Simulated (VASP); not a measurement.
# Ti3CN3 in VASP: relaxation of the atoms with PBE

Aim: the relaxation of the atoms of Ti3CN3 with PBE.

Everything below comes from runs of VASP 6.6.1. Logs are shortened: lines on timing, memory, paths and dates and some standing lists are left out, and cuts for length are marked.

## (1) The cell of the first run

The cell holds a slab with vacuum, 7 atoms: a = 3.003 Å, b = 3.003 Å, c = 21.554 Å, α = 90.00°, β = 90.00°, γ = 120.00°.

## (2) Relaxation of the atoms, PBE

Contents of INCAR:

```
SYSTEM = Ti3CN3
  PREC = Accurate
  ENCUT = 520
  EDIFF = 1E-6
  ISMEAR = 0
  SIGMA = 0.1
  LREAL = .False.
  LASPH = .True.
  NELM = 80
  ALGO = Fast
  ISIF = 2
  LWAVE = .False.
  LCHARG = .False.
  LDIPOL = .True.
  IDIPOL = 3
  DIPOL = 0.5 0.5 0.359
  GGA = PE
  IBRION = 2
  NSW = 36
  EDIFFG = -0.025
```

Contents of KPOINTS:

```
Automatic mesh
0
Gamma
  9 9 1
  0 0 0
```

Contents of POSCAR:

```
Ti3CN3
1.0
    3.0028555065      0.0000000000      0.0000000000
   -1.5014277533      2.6005491526      0.0000000000
    0.0000000000      0.0000000000     21.5541471875
N Ti C
3 3 1
Selective dynamics
Direct
    0.3333333333      0.6666666667      0.1855791354  F F F
    0.0000000000      0.0000000000      0.2993308526  F F F
    0.6666666667      0.3333333333      0.4147299349  F F F
    0.6666666667      0.3333333333      0.2424549940  F F F
    0.3333333333      0.6666666667      0.3575097833  F F F
    0.0000000000      0.0000000000      0.4664599856  F F F
    0.3333333333      0.1666666667      0.5453311182  F F T
```

Potentials or basis: VASP PAW PBE potentials, release 64 (N, Ti_sv, C).

On the command line:

```
> cat potpaw_PBE.64/N/POTCAR potpaw_PBE.64/Ti_sv/POTCAR potpaw_PBE.64/C/POTCAR > POTCAR
> mpirun -np 1 vasp_std > vasp.out
```

OUTCAR:

```text
SYSTEM = Ti3CN3
   PREC = Accurate
   ENCUT = 520
   EDIFF = 1E-6
   ISMEAR = 0
   LREAL = .False.
   LASPH = .True.
   NELM = 80
   ISIF = 2
   GGA = PE
   IBRION = 2
   NSW = 36
   EDIFFG = -0.025

 ion  position               nearest neighbor table
   1  0.333  0.667  0.186-   4 2.12   4 2.12   4 2.12
   2  0.000  0.000  0.299-   4 2.12   4 2.12   4 2.12   5 2.14   5 2.14   5 2.14
   3  0.667  0.333  0.415-   6 2.06   6 2.06   6 2.06   5 2.13   5 2.13   5 2.13
   4  0.667  0.333  0.242-   1 2.12   2 2.12   1 2.12   2 2.12   2 2.12   1 2.12
   5  0.333  0.667  0.358-   3 2.13   3 2.13   3 2.13   2 2.14   2 2.14   2 2.14   6 2.92   6 2.92
                             6 2.92
   6  0.000  0.000  0.466-   7 1.91   3 2.06   3 2.06   3 2.06   5 2.92   5 2.92   5 2.92
   7  0.333  0.167  0.545-   6 1.91

  LATTYP: Found a hexagonal cell.
 ALAT       =     3.0028555065
 C/A-ratio  =     7.1778835648

  Lattice vectors:

 A1 = (   3.0028555065,   0.0000000000,   0.0000000000)
 A2 = (  -1.5014277533,   2.6005491526,   0.0000000000)
 A3 = (   0.0000000000,   0.0000000000,  21.5541471875)

Analysis of symmetry for initial positions (statically):
=====================================================================
 Subroutine PRICEL returns:
 Original cell was already a primitive cell.

 Routine SETGRP: Setting up the symmetry group for a
 hexagonal supercell.

 Subroutine GETGRP returns: Found  2 space group operations
 (whereof  2 operations were pure point group operations)
 out of a pool of 24 trial point group operations.

The static configuration has the point symmetry C_1h.

Analysis of symmetry for dynamics (positions and initial velocities):
=====================================================================
 Subroutine PRICEL returns:
 Original cell was already a primitive cell.

 Routine SETGRP: Setting up the symmetry group for a
 hexagonal supercell.

 Subroutine GETGRP returns: Found  2 space group operations
 (whereof  2 operations were pure point group operations)
 out of a pool of 24 trial point group operations.

The dynamic configuration has the point symmetry C_1h.

Analysis of constrained symmetry for selective dynamics:
=====================================================================
 Subroutine PRICEL returns:
 Original cell was already a primitive cell.

 Routine SETGRP: Setting up the symmetry group for a
 hexagonal supercell.

 Subroutine GETGRP returns: Found  2 space group operations
 (whereof  2 operations were pure point group operations)
 out of a pool of 24 trial point group operations.

The constrained configuration has the point symmetry C_1h.

 Subroutine INISYM returns: Found  2 space group operations
 (whereof  2 operations are pure point group operations),
 and found     1 'primitive' translations

----------------------------------------------------------------------------------------

                                     Primitive cell

  volume of cell :     168.3179

  direct lattice vectors                    reciprocal lattice vectors
     3.002855506  0.000000000  0.000000000     0.333016357  0.192267083  0.000000000
    -1.501427753  2.600549153  0.000000000     0.000000000  0.384534166  0.000000000
     0.000000000  0.000000000 21.554147187     0.000000000  0.000000000  0.046394784

  length of vectors
     3.002855506  3.002855507 21.554147187     0.384534166  0.384534166  0.046394784

  position of ions in fractional coordinates (direct lattice)
     0.333333333  0.666666667  0.185579135
     0.000000000  0.000000000  0.299330853
     0.666666667  0.333333333  0.414729935
     0.666666667  0.333333333  0.242454994
     0.333333333  0.666666667  0.357509783
     0.000000000  0.000000000  0.466459986
     0.333333333  0.166666667  0.545331118

  ion indices of the primitive-cell ions
   primitive index   ion index
                 1           1
                 2           2
                 3           3
                 4           4
                 5           5
                 6           6
                 7           7

----------------------------------------------------------------------------------------

 KPOINTS: Automatic mesh

Automatic generation of k-mesh.
 Grid dimensions read from file:
 generate k-points for:    9    9    1

 Generating k-lattice:

  Cartesian coordinates                     Fractional coordinates (reciprocal lattice)
     0.037001817  0.021363009  0.000000000     0.111111111  0.000000000  0.000000000
     0.000000000  0.042726018  0.000000000     0.000000000  0.111111111  0.000000000
     0.000000000  0.000000000  0.046394784     0.000000000  0.000000000  1.000000000

  Length of vectors
     0.042726018  0.042726018  0.046394784

  Shift w.r.t. Gamma in fractional coordinates (k-lattice)
     0.000000000  0.000000000  0.000000000

 Subroutine IBZKPT returns following result:
 ===========================================

 Found     25 irreducible k-points:

 Following reciprocal coordinates:
            Coordinates               Weight
  0.000000  0.000000  0.000000      1.000000
  0.111111  0.000000  0.000000      2.000000
  0.000000  0.111111  0.000000      4.000000
  0.222222  0.000000  0.000000      2.000000
  0.000000  0.222222  0.000000      4.000000
  0.333333  0.000000  0.000000      2.000000
[... 16 lines left out ...]
 -0.222222 -0.444444  0.000000      4.000000
  0.444444  0.333333  0.000000      4.000000
   k-points           NKPTS =     25   k-points in BZ     NKDIM =     25   number of bands    NBANDS=     33
   number of dos      NEDOS =    301   number of ions     NIONS =      7
   total plane-waves  NPLWV =  92160
   dimension x,y,z NGX =    24 NGY =   24 NGZ =  160
   dimension x,y,z NGXF=    48 NGYF=   48 NGZF=  320
   ions per type =               3   3   1
   NGX,Y,Z   is equivalent  to a cutoff of  13.29, 13.29, 12.34 a.u.
   NGXF,Y,Z  is equivalent  to a cutoff of  26.57, 26.57, 24.68 a.u.
 SYSTEM =  Ti3CN3
   PREC   = accura    normal or accurate (medium, high low for compatibility)
   ISTART =      0    job   : 0-new  1-cont  2-samecut
   ICHARG =      2    charge: 1-file 2-atom 10-const
   ISPIN  =      1    spin polarized calculation?
   LNONCOLLINEAR =      F non collinear calculations
   LSORBIT =      F    spin-orbit coupling
   LASPH  =      T    aspherical Exc in radial PAW
   ENCUT  =  520.0 eV  38.22 Ry    6.18 a.u.   5.58  5.58 40.08*2*pi/ulx,y,z
   NELM   =     80;   NELMIN=  2; NELMDL= -5     # of ELM steps
   EDIFF  = 0.1E-05   stopping-criterion for ELM
   LREAL  =      F    real-space projection
   EDIFFG = -.3E-01   stopping-criterion for IOM
   NSW    =     36    number of steps for IOM
   IBRION =      2    ionic relax: 0-MD 1-quasi-New 2-CG
   NFREE  =      1    steps in history (QN), initial steepest desc. (CG)
   ISIF   =      2    stress and relaxation
   ISYM   =      2    0-nonsym 1-usesym 2-fastsym
   POTIM  = 0.5000    time-step for ionic-motion
   TEBEG  =    0.0;   TEEND  =   0.0 temperature during run
   PSTRESS=    0.0 pullay stress
   NELECT =      55.0000    total number of electrons
   NUPDOWN=      -1.0000    fix difference up-down
   EMIN   =  10.00;   EMAX   =-10.00  energy-range for DOS
   EFERMI =   0.00;   METHOD = LEGACY
   ISMEAR =     0;   SIGMA  =   0.10  broadening in eV -4-tet -1-fermi 0-gaus
   EFERMI_NEDOS =   21; number of points for ismear=-14 and -15
   IALGO  =     68    algorithm
   IMIX   =      4    mixing-type and parameters
     AMIX     =   0.40;   BMIX     =  1.00
     AMIX_MAG =   1.60;   BMIX_MAG =  1.00
  volume/ion in A,a.u.               =      24.05       162.27
  Fermi-wavevector in a.u.,A,eV,Ry     =   1.127593  2.130841 17.299337  1.271465
  Thomas-Fermi vector in A             =   2.264279
   LORBIT       =      0    0 simple, 1 ext, 2 COOP (PROOUT), +10 PAW based schemes
   GGA     = PE    functional components
   LHFCALC =     F    Hartree Fock is set to
   AEXX    =    0.0000 exact exchange contribution
   IVDW    =     0    specifies the selected vdW correction
   LEPSILON=     F    determine dielectric tensor
   LRPA    =     F    only Hartree local field effects (RPA)
 conjugate gradient relaxation of ions
 non-spin polarized calculation
 RMM-DIIS sequential band-by-band and
 Gauss-broadening in eV      SIGMA  =   0.10
  energy-cutoff  :      520.00
  volume of cell :      168.32
 maximum number of plane-waves:      4581
   NGX = 11   NGY = 11   NGZ = 81

 dipolmoment           0.000000      0.000000      0.071526 electrons x Angstroem

--------------------------------------- Ionic step        1  -------------------------------------------

 number of electron      55.0000014 magnetization

 Free energy of the ion-electron system (eV)
  ---------------------------------------------------
  ext. energy  EPLUGINS =         0.00000000
  ---------------------------------------------------
  free energy    TOTEN  =       -59.91367373 eV

  energy without entropy =      -59.89009505  energy(sigma->0) =      -59.90188439

------------------------ aborting loop because EDIFF is reached ----------------------------------------

  FORCE on cell =-STRESS in cart. coord.  units (eV):
  Direction    XX          YY          ZZ          XY          YZ          ZX
  --------------------------------------------------------------------------------------
  -------------------------------------------------------------------------------------
  Total       -1.7286537     -1.7297371     -2.1845481      0.0009382      1.0204487      1.7674698
  in kB      -16.4546346    -16.4649468    -20.7941821      0.0089306      9.7134030     16.8241155
  external PRESSURE =     -17.9045878 kB  Pullay stress =       0.0000000 kB
[... 67 lines left out ...]
  energy  without entropy=      -59.8913630452  energy(sigma->0) =      -59.90309543

--------------------------------------- Ionic step        3  -------------------------------------------

 number of electron      55.0000014 magnetization

 dipolmoment           0.000000      0.000000     -0.041815 electrons x Angstroem

 Free energy of the ion-electron system (eV)
  ---------------------------------------------------
  ext. energy  EPLUGINS =         0.00000000
  ---------------------------------------------------
  free energy    TOTEN  =       -59.91517159 eV

  energy without entropy =      -59.89181003  energy(sigma->0) =      -59.90349081

 E-fermi :  -0.8190     XC(G=0):  -5.9588

 val. band max:       -0.8602761677   @ k =  -0.4444   0.3333   0.0000
 cond. band min:      -0.7924110167   @ k =  -0.2222  -0.4444   0.0000
 fundamental gap:      0.0678651510
 Fermi energy:        -0.8190245687

 k-point     1 :       0.0000    0.0000    0.0000
  band No.  band energies     occupation
      1     -58.5269      2.00000
      2     -57.4944      2.00000
      3     -57.4013      2.00000
      4     -34.9236      2.00000
      5     -34.5806      2.00000
      6     -34.5797      2.00000
[... 853 lines left out ...]
     32       1.3121      0.00000
     33       1.7236      0.00000

 [... further k-points ...]

------------------------ aborting loop because EDIFF is reached ----------------------------------------

 vacuum level on the upper side and lower side of the slab       (xc-potential included)        -0.481         0.383

  FORCE on cell =-STRESS in cart. coord.  units (eV):
  Direction    XX          YY          ZZ          XY          YZ          ZX
  --------------------------------------------------------------------------------------
  -------------------------------------------------------------------------------------
  Total       -1.8350751     -1.8130052     -2.5094651     -0.0191132      0.9445731      1.6360496
  in kB      -17.4676340    -17.2575553    -23.8869888     -0.1819335      8.9911622     15.5731584
  external PRESSURE =     -19.5373927 kB  Pullay stress =       0.0000000 kB

 VOLUME and BASIS-vectors are now :
 -----------------------------------------------------------------------------
  energy-cutoff  :      520.00
  volume of cell :      168.32
      direct lattice vectors                 reciprocal lattice vectors
     3.002855506  0.000000000  0.000000000     0.333016357  0.192267083  0.000000000
    -1.501427753  2.600549153  0.000000000     0.000000000  0.384534166  0.000000000
     0.000000000  0.000000000 21.554147187     0.000000000  0.000000000  0.046394784
[... 13 lines left out ...]
  FREE ENERGIE OF THE ION-ELECTRON SYSTEM (eV)
  ---------------------------------------------------
  free  energy   TOTEN  =       -59.9151715945 eV

  energy  without entropy=      -59.8918100335  energy(sigma->0) =      -59.90349081

 reached required accuracy - stopping structural energy minimisation

 vacuum level on the upper side and lower side of the slab         6.389         7.346
```

Wall time 17 min (1 thread of Oxide Virtual Turin-like, shared host); peak memory 0.34 GiB.

Results:

```yaml
Free_energy: -59.9152 eV
Energy_gained_by_relaxing: 0.2 meV/atom
Ionic_steps: 3
Band_gap_on_the_k_mesh: zero (an odd number of electrons rules out a gap without spin polarisation)
```

Step by step:
| step | energy change (eV) | largest force on free atoms (eV/Å) | pressure (GPa) |
| --- | --- | --- | --- |
| 1 | 0.0000 | 0.1805 | -1.79 |
| 2 | -0.0012 | 0.0857 | -1.87 |
| 3 | -0.0015 | 0.0030 | -1.95 |

Final structure:
```
N Ti C
1.0
     3.00286    0.00000    0.00000
    -1.50143    2.60055    0.00000
     0.00000    0.00000   21.55415
N Ti C
3 3 1
Direct
  0.33333 0.66667 0.18558
  0.00000 0.00000 0.29933
  0.66667 0.33333 0.41473
  0.66667 0.33333 0.24246
  0.33333 0.66667 0.35751
  0.00000 0.00000 0.46646
  0.33333 0.16667 0.54613
```

Levels at points of the mesh, in eV from the Fermi level:
| k point | band 24 | band 25 | band 26 | band 27 | band 28 | band 29 | band 30 | band 31 | band 32 | band 33 |
| --- | --- | --- | --- | --- | --- | --- | --- | --- | --- | --- |
| (0.00, 0.00, 0.00) | -0.89 | -0.32 | -0.28 | 0.25 | 0.28 | 0.39 | 1.38 | 1.41 | 1.72 | 1.81 |

The gap in the log of VASP goes by the Fermi energy; the results here count the filled bands.